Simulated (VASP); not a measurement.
# KI (Fm-3m) in VASP: a series of runs

Runs on KI. Level: r2SCAN. Tasks: single point.

Everything below comes from runs of VASP 6.6.1. Logs are shortened: lines on timing, memory, paths and dates and some standing lists are left out, and cuts for length are marked.

### 1 The cell of the first run

It takes space group Fm-3m (No. 225, cubic). Conventional cell: a = 7.089 Å, b = 7.089 Å, c = 7.089 Å, α = 90.00°, β = 90.00°, γ = 90.00°. Within 4.7 Å of K (site symmetry m-3m) lie 6 I at 3.54 Å. Within 4.7 Å of I (site symmetry m-3m) lie 6 K at 3.54 Å.

### 2 Single point, r2SCAN

Contents of POSCAR:

```
KI
1.0
    0.0000000000      3.5442850250      3.5442850250
    3.5442850250      0.0000000000      3.5442850250
    3.5442850250      3.5442850250      0.0000000000
K I
1 1
Direct
    0.0000000000      0.0000000000      0.0000000000
    0.5000000000      0.5000000000      0.5000000000
```

Contents of INCAR.step1:

```
ALGO     = Normal         # electronic algorithm
EDIFF    = 1E-4           # SCF threshold, eV
ENCUT    = 520            # plane-wave cutoff, eV
GGA      = PE             # functional
ISMEAR   = 0              # smearing method
LASPH    = T              # aspherical terms in the spheres
LCHARG   = F              # write CHGCAR
LREAL    = F              # projectors in reciprocal space
LWAVE    = T              # write WAVECAR
NBANDS   = 15             # bands
NELM     = 60             # most SCF steps
PREC     = Accurate       # precision mode
SIGMA    = 0.01           # smearing width, eV
```

Contents of INCAR.step2:

```
ALGO     = Normal         # electronic algorithm
EDIFF    = 1E-7           # SCF threshold, eV
ENCUT    = 520            # plane-wave cutoff, eV
ISIF     = 2              # what is computed and relaxed
ISMEAR   = 0              # smearing method
ISTART   = 1            
LASPH    = T              # aspherical terms in the spheres
LCHARG   = T              # write CHGCAR
LELF     = T              # ELF
LMIXTAU  = T            
LREAL    = F              # projectors in reciprocal space
LVHAR    = T            
LWAVE    = F              # write WAVECAR
METAGGA  = R2SCAN         # meta-GGA
NBANDS   = 15             # bands
NELM     = 60             # most SCF steps
PREC     = Accurate       # precision mode
SIGMA    = 0.01           # smearing width, eV
```

Contents of KPOINTS:

```
k-points
0
Gamma
  4 4 4
```

Potentials or basis: VASP PAW PBE potentials, release 64 (K_sv, I).

Started as:

```sh
cat potpaw_PBE.64/K_sv/POTCAR potpaw_PBE.64/I/POTCAR > POTCAR
cp INCAR.step1 INCAR
mpirun -np 1 vasp_std > vasp.out
cp INCAR.step2 INCAR
mpirun -np 1 vasp_std > vasp.out
```

OUTCAR:

```text
EDIFF = 1E-7
   ENCUT = 520
   ISIF = 2
   ISMEAR = 0
   ISTART = 1
   LASPH = T
   LREAL = F
   METAGGA = R2SCAN
   NELM = 60
   PREC = Accurate

 ion  position               nearest neighbor table
   1  0.000  0.000  0.000-   2 3.54   2 3.54   2 3.54   2 3.54   2 3.54   2 3.54
   2  0.500  0.500  0.500-   1 3.54   1 3.54   1 3.54   1 3.54   1 3.54   1 3.54

  LATTYP: Found a face centered cubic cell.
 ALAT       =     7.0885700500

  Lattice vectors:

 A1 = (   0.0000000000,   3.5442850250,   3.5442850250)
 A2 = (   3.5442850250,   0.0000000000,   3.5442850250)
 A3 = (   3.5442850250,   3.5442850250,   0.0000000000)

Analysis of symmetry for initial positions (statically):
=====================================================================
 Subroutine PRICEL returns:
 Original cell was already a primitive cell.

 Routine SETGRP: Setting up the symmetry group for a
 face centered cubic supercell.

 Subroutine GETGRP returns: Found 48 space group operations
 (whereof 48 operations were pure point group operations)
 out of a pool of 48 trial point group operations.

The static configuration has the point symmetry O_h .

Analysis of symmetry for dynamics (positions and initial velocities):
=====================================================================
 Subroutine PRICEL returns:
 Original cell was already a primitive cell.

 Routine SETGRP: Setting up the symmetry group for a
 face centered cubic supercell.

 Subroutine GETGRP returns: Found 48 space group operations
 (whereof 48 operations were pure point group operations)
 out of a pool of 48 trial point group operations.

The dynamic configuration has the point symmetry O_h .

 Subroutine INISYM returns: Found 48 space group operations
 (whereof 48 operations are pure point group operations),
 and found     1 'primitive' translations

----------------------------------------------------------------------------------------

                                     Primitive cell

  volume of cell :      89.0463

  direct lattice vectors                    reciprocal lattice vectors
     0.000000000  3.544285025  3.544285025    -0.141072176  0.141072176  0.141072176
     3.544285025  0.000000000  3.544285025     0.141072176 -0.141072176  0.141072176
     3.544285025  3.544285025  0.000000000     0.141072176  0.141072176 -0.141072176

  length of vectors
     5.012375951  5.012375951  5.012375951     0.244344176  0.244344176  0.244344176

  position of ions in fractional coordinates (direct lattice)
     0.000000000  0.000000000  0.000000000
     0.500000000  0.500000000  0.500000000

  ion indices of the primitive-cell ions
   primitive index   ion index
                 1           1
                 2           2

----------------------------------------------------------------------------------------

 KPOINTS: k-points

Automatic generation of k-mesh.
 Grid dimensions read from file:
 generate k-points for:    4    4    4

 Generating k-lattice:

  Cartesian coordinates                     Fractional coordinates (reciprocal lattice)
    -0.035268044  0.035268044  0.035268044     0.250000000  0.000000000  0.000000000
     0.035268044 -0.035268044  0.035268044     0.000000000  0.250000000  0.000000000
     0.035268044  0.035268044 -0.035268044     0.000000000  0.000000000  0.250000000

  Length of vectors
     0.061086044  0.061086044  0.061086044

  Shift w.r.t. Gamma in fractional coordinates (k-lattice)
     0.000000000  0.000000000  0.000000000

 Subroutine IBZKPT returns following result:
 ===========================================

 Found      8 irreducible k-points:

 Following reciprocal coordinates:
            Coordinates               Weight
  0.000000  0.000000  0.000000      1.000000
  0.250000  0.000000  0.000000      8.000000
  0.500000  0.000000  0.000000      4.000000
  0.250000  0.250000  0.000000      6.000000
  0.500000  0.250000  0.000000     24.000000
 -0.250000  0.250000  0.000000     12.000000
  0.500000  0.500000  0.000000      3.000000
 -0.250000  0.500000  0.250000      6.000000
   k-points           NKPTS =      8   k-points in BZ     NKDIM =      8   number of bands    NBANDS=     15
   number of dos      NEDOS =    301   number of ions     NIONS =      2
   total plane-waves  NPLWV =  64000
   dimension x,y,z NGX =    40 NGY =   40 NGZ =   40
   dimension x,y,z NGXF=    80 NGYF=   80 NGZF=   80
   ions per type =               1   1
   NGX,Y,Z   is equivalent  to a cutoff of  13.27, 13.27, 13.27 a.u.
   NGXF,Y,Z  is equivalent  to a cutoff of  26.53, 26.53, 26.53 a.u.
 SYSTEM =  unknown system
   PREC   = accura    normal or accurate (medium, high low for compatibility)
   ISTART =      1    job   : 0-new  1-cont  2-samecut
   ICHARG =      0    charge: 1-file 2-atom 10-const
   ISPIN  =      1    spin polarized calculation?
   LNONCOLLINEAR =      F non collinear calculations
   LSORBIT =      F    spin-orbit coupling
   LASPH  =      T    aspherical Exc in radial PAW
   ENCUT  =  520.0 eV  38.22 Ry    6.18 a.u.   9.32  9.32  9.32*2*pi/ulx,y,z
   NELM   =     60;   NELMIN=  2; NELMDL=  0     # of ELM steps
   EDIFF  = 0.1E-06   stopping-criterion for ELM
   LREAL  =      F    real-space projection
   EDIFFG = 0.1E-05   stopping-criterion for IOM
   NSW    =      0    number of steps for IOM
   IBRION =     -1    ionic relax: 0-MD 1-quasi-New 2-CG
   NFREE  =      0    steps in history (QN), initial steepest desc. (CG)
   ISIF   =      2    stress and relaxation
   ISYM   =      2    0-nonsym 1-usesym 2-fastsym
   POTIM  = 0.5000    time-step for ionic-motion
   TEBEG  =    0.0;   TEEND  =   0.0 temperature during run
   PSTRESS=    0.0 pullay stress
   NELECT =      16.0000    total number of electrons
   NUPDOWN=      -1.0000    fix difference up-down
   EMIN   =  10.00;   EMAX   =-10.00  energy-range for DOS
   EFERMI =   0.00;   METHOD = LEGACY
   ISMEAR =     0;   SIGMA  =   0.01  broadening in eV -4-tet -1-fermi 0-gaus
   EFERMI_NEDOS =   21; number of points for ismear=-14 and -15
   IALGO  =     38    algorithm
   IMIX   =      4    mixing-type and parameters
     AMIX     =   0.40;   BMIX     =  1.00
     AMIX_MAG =   1.60;   BMIX_MAG =  1.00
  volume/ion in A,a.u.               =      44.52       300.46
  Fermi-wavevector in a.u.,A,eV,Ry     =   0.923796  1.745722 11.611205  0.853399
  Thomas-Fermi vector in A             =   2.049472
   LORBIT       =      0    0 simple, 1 ext, 2 COOP (PROOUT), +10 PAW based schemes
   METAGGA = R2SCAN    functional components
   LHFCALC =     F    Hartree Fock is set to
   AEXX    =    0.0000 exact exchange contribution
   IVDW    =     0    specifies the selected vdW correction
   LEPSILON=     F    determine dielectric tensor
   LRPA    =     F    only Hartree local field effects (RPA)
 non-spin polarized calculation
 Gauss-broadening in eV      SIGMA  =   0.01
  energy-cutoff  :      520.00
  volume of cell :       89.05
 maximum number of plane-waves:      2421
 NGX is ok and might be reduce to    40
   NGX = 19   NGY = 19   NGZ = 19

 number of electron      15.9999999 magnetization

 Free energy of the ion-electron system (eV)
  ---------------------------------------------------
  ext. energy  EPLUGINS =         0.00000000
  ---------------------------------------------------
  free energy    TOTEN  =       -33.98369224 eV

  energy without entropy =      -33.98369224  energy(sigma->0) =      -33.98369224

 E-fermi :  -0.6563     XC(G=0):  -7.4767

 val. band max:       -0.8047310587   @ k =   0.0000   0.0000   0.0000
 cond. band min:       3.7778918231   @ k =   0.0000   0.0000   0.0000
 fundamental gap:      4.5826228818
 Fermi energy:        -0.6562763731

 k-point     1 :       0.0000    0.0000    0.0000
  band No.  band energies     occupation
      1     -30.4816      2.00000
      2     -13.1954      2.00000
      3     -13.1954      2.00000
      4     -13.1954      2.00000
      5     -11.6023      2.00000
      6      -0.8047      2.00000
      7      -0.8047      2.00000
      8      -0.8047      2.00000
      9       3.7779      0.00000
     10       6.2481      0.00000
     11       6.2481      0.00000
     12       6.2481      0.00000
     13       7.0926      0.00000
     14       7.0926      0.00000
     15       9.4478      0.00000

 k-point     2 :       0.2500    0.0000    0.0000
  band No.  band energies     occupation
      1     -30.4806      2.00000
      2     -13.2702      2.00000
      3     -13.1963      2.00000
      4     -13.1963      2.00000
      5     -11.4599      2.00000
      6      -1.5409      2.00000
      7      -0.9757      2.00000
      8      -0.9757      2.00000
      9       4.8318      0.00000
     10       6.3036      0.00000
     11       6.8837      0.00000
     12       6.8837      0.00000
     13       7.7987      0.00000
     14       7.7987      0.00000
     15      10.2680      0.00000

 k-point     3 :       0.5000    0.0000    0.0000
  band No.  band energies     occupation
      1     -30.4797      2.00000
      2     -13.3357      2.00000
      3     -13.1972      2.00000
      4     -13.1972      2.00000
      5     -11.3239      2.00000
      6      -2.1020      2.00000
      7      -1.1321      2.00000
      8      -1.1321      2.00000
      9       5.2071      0.00000
     10       7.5016      0.00000
     11       7.9418      0.00000
     12       7.9418      0.00000
     13       8.6026      0.00000
     14       8.6026      0.00000
     15       9.3945      0.00000
[... 55 lines left out ...]
 k-point     7 :       0.5000    0.5000    0.0000
  band No.  band energies     occupation
      1     -30.4791      2.00000
      2     -13.2376      2.00000
      3     -13.2125      2.00000
      4     -13.2125      2.00000
      5     -11.4517      2.00000
      6      -1.8087      2.00000
      7      -1.1735      2.00000
      8      -1.1735      2.00000
      9       4.5840      0.00000
     10       5.6686      0.00000
     11       8.0199      0.00000
     12       8.5911      0.00000
     13       8.7116      0.00000
     14       9.5230      0.00000
     15       9.5230      0.00000

 k-point     8 :      -0.2500    0.5000    0.2500
  band No.  band energies     occupation
      1     -30.4791      2.00000
      2     -13.2433      2.00000
      3     -13.2250      2.00000
      4     -13.2250      2.00000
      5     -11.3950      2.00000
      6      -1.5342      2.00000
      7      -1.5342      2.00000
      8      -1.3883      2.00000
      9       6.1594      0.00000
     10       6.1594      0.00000
     11       6.5501      0.00000
     12       8.1414      0.00000
     13       8.7391      0.00000
     14       9.5621      0.00000
     15      10.0544      0.00000

------------------------ aborting loop because EDIFF is reached ----------------------------------------

  FORCE on cell =-STRESS in cart. coord.  units (eV):
  Direction    XX          YY          ZZ          XY          YZ          ZX
  --------------------------------------------------------------------------------------
  -------------------------------------------------------------------------------------
  Total        0.0141257      0.0141257      0.0141257      0.0000000     -0.0000000     -0.0000000
  in kB        0.2541581      0.2541581      0.2541581      0.0000000     -0.0000000     -0.0000000
  external PRESSURE =       0.2541581 kB  Pullay stress =       0.0000000 kB

 VOLUME and BASIS-vectors are now :
 -----------------------------------------------------------------------------
  energy-cutoff  :      520.00
  volume of cell :       89.05
      direct lattice vectors                 reciprocal lattice vectors
     0.000000000  3.544285025  3.544285025    -0.141072176  0.141072176  0.141072176
     3.544285025  0.000000000  3.544285025     0.141072176 -0.141072176  0.141072176
     3.544285025  3.544285025  0.000000000     0.141072176  0.141072176 -0.141072176

 POSITION                                       TOTAL-FORCE (eV/Angst)
 -----------------------------------------------------------------------------------
      0.00000      0.00000      0.00000         0.000000      0.000000      0.000000
      3.54429      3.54429      3.54429        -0.000000     -0.000000     -0.000000
 -----------------------------------------------------------------------------------
    total drift:                                0.000000     -0.000000     -0.000000

  FREE ENERGIE OF THE ION-ELECTRON SYSTEM (eV)
  ---------------------------------------------------
  free  energy   TOTEN  =       -33.9836922437 eV

  energy  without entropy=      -33.9836922437  energy(sigma->0) =      -33.98369224
```

It took 58 s on 1 thread of Intel Xeon Platinum 8488C (Sapphire Rapids), shared host; peak memory 0.25 GiB.

What came out:

```
Free energy            : -33.9837 eV
Pressure               : 0.0 GPa
Band gap on the k mesh : 4.58 eV, direct
```

Levels at points of the mesh, in eV from the valence-band top:
```csv
k point,band 6,band 7,band 8,band 9,band 10,band 11
"(0.00, 0.00, 0.00)",0.00,0.00,0.00,4.58,7.05,7.05
"(0.50, 0.00, 0.00)",-1.30,-0.33,-0.33,6.01,8.31,8.75
"(0.50, 0.50, 0.00)",-1.00,-0.37,-0.37,5.39,6.47,8.82
```

Caveat: the PAW data sets were made with another functional, which shifts forces and pressure a little; spin-orbit coupling is left out, which moves the levels of the heavy elements. r2SCAN opens gaps a little over a GGA but as a rule still falls short of measured ones.

### 3 Single point, r2SCAN

POSCAR is that of step 2.

Contents of INCAR.step1:

```
SYSTEM = KI
ALGO     = Normal         ! electronic algorithm
EDIFF    = 1E-4           ! SCF threshold, eV
ENCUT    = 520            ! plane-wave cutoff, eV
GGA      = PE             ! functional
ISMEAR   = 0              ! smearing method
LASPH    = .TRUE.         ! aspherical terms in the spheres
LCHARG   = .FALSE.        ! write CHGCAR
LREAL    = .FALSE.        ! projectors in reciprocal space
LWAVE    = .TRUE.         ! write WAVECAR
NBANDS   = 15             ! bands
NELM     = 80             ! most SCF steps
PREC     = Accurate       ! precision mode
SIGMA    = 0.01           ! smearing width, eV
```

Contents of INCAR.step2:

```
SYSTEM = KI
ALGO     = Normal         ! electronic algorithm
EDIFF    = 1E-6           ! SCF threshold, eV
ENCUT    = 520            ! plane-wave cutoff, eV
ISIF     = 2              ! what is computed and relaxed
ISMEAR   = 0              ! smearing method
ISTART   = 1            
LASPH    = .TRUE.         ! aspherical terms in the spheres
LCHARG   = .FALSE.        ! write CHGCAR
LMIXTAU  = .TRUE.       
LREAL    = .FALSE.        ! projectors in reciprocal space
LWAVE    = .FALSE.        ! write WAVECAR
METAGGA  = R2SCAN         ! meta-GGA
NBANDS   = 15             ! bands
NELM     = 80             ! most SCF steps
PREC     = Accurate       ! precision mode
SIGMA    = 0.01           ! smearing width, eV
```

Contents of KPOINTS:

```
k-points
0
G
  4 4 4
  0 0 0
```

Potentials or basis: VASP PAW PBE potentials, release 64 (K_sv, I).

Started as:

```sh
cat potpaw_PBE.64/K_sv/POTCAR potpaw_PBE.64/I/POTCAR > POTCAR
cp INCAR.step1 INCAR
mpirun -np 1 vasp_std > vasp.out
cp INCAR.step2 INCAR
mpirun -np 1 vasp_std > vasp.out
```

Run time: 43 s. Hardware: 1 thread of Intel Xeon Platinum 8488C (Sapphire Rapids), shared host; peak memory 0.26 GiB.

It converged, with:

| Quantity | Value |
| --- | --- |
| Free energy | -33.9837 eV |
| Pressure | 0.0 GPa |
| Band gap on the k mesh | 4.58 eV, direct |

Levels at points of the mesh, in eV from the valence-band top:
```tsv
k point	band 4	band 5	band 6	band 7	band 8	band 9	band 10	band 11	band 12	band 13
(0.00, 0.00, 0.00)	-12.39	-10.80	0.00	0.00	0.00	4.58	7.05	7.05	7.05	7.90
(0.50, 0.00, 0.00)	-12.39	-10.52	-1.30	-0.33	-0.33	6.01	8.31	8.75	8.75	9.41
(0.50, 0.50, 0.00)	-12.41	-10.65	-1.00	-0.37	-0.37	5.39	6.47	8.82	9.40	9.52
```

Caveat: the PAW data sets were made with another functional, which shifts forces and pressure a little; spin-orbit coupling is left out, which moves the levels of the heavy elements. r2SCAN opens gaps a little over a GGA but as a rule still falls short of measured ones.

### 4 Single point, r2SCAN

POSCAR is that of step 3.

Contents of INCAR.step1:

```
  PREC = Accurate
  ENCUT = 520
  ISMEAR = -5
  SIGMA = 0.1
  LREAL = F
  LASPH = T
  NELM = 80
  NBANDS = 15
  GGA = PE
  ALGO = Normal
  EDIFF = 1E-4
  LWAVE = T
  LCHARG = F
```

Contents of INCAR.step2:

```
  PREC = Accurate
  ENCUT = 520
  EDIFF = 1E-7
  ISMEAR = -5
  SIGMA = 0.1
  LREAL = F
  LASPH = T
  NELM = 80
  ALGO = Normal
  ISIF = 2
  LWAVE = F
  LCHARG = T
  METAGGA = R2SCAN
  LMIXTAU = T
  LELF = T
  LVHAR = T
  NBANDS = 15
  ISTART = 1
```

Contents of KPOINTS:

```
regular mesh
0
Gamma
  4 4 4
```

Started as:

```sh
cat potpaw_PBE.64/K_sv/POTCAR potpaw_PBE.64/I/POTCAR > POTCAR
cp INCAR.step1 INCAR
mpirun -np 1 vasp_std > vasp.out
cp INCAR.step2 INCAR
mpirun -np 1 vasp_std > vasp.out
```

It took 53 s on 1 thread of Intel Xeon Platinum 8488C (Sapphire Rapids), shared host; peak memory 0.25 GiB.

The run converged. Its results:

```yaml
Free_energy: -33.9837 eV
Pressure: 0.0 GPa
Band_gap_on_the_k_mesh: 4.58 eV, direct
```

Levels at points of the mesh, in eV from the valence-band top:
```csv
k point,band 6,band 7,band 8,band 9,band 10,band 11
"(0.00, 0.00, 0.00)",0.00,0.00,0.00,4.58,7.05,7.05
"(0.50, 0.00, 0.00)",-1.30,-0.33,-0.33,6.01,8.31,8.75
"(0.50, 0.50, 0.00)",-1.00,-0.37,-0.37,5.39,6.47,8.82
```

Caveat: the PAW data sets were made with another functional, which shifts forces and pressure a little; spin-orbit coupling is left out, which moves the levels of the heavy elements.

(Continued in part 2 of 2.)
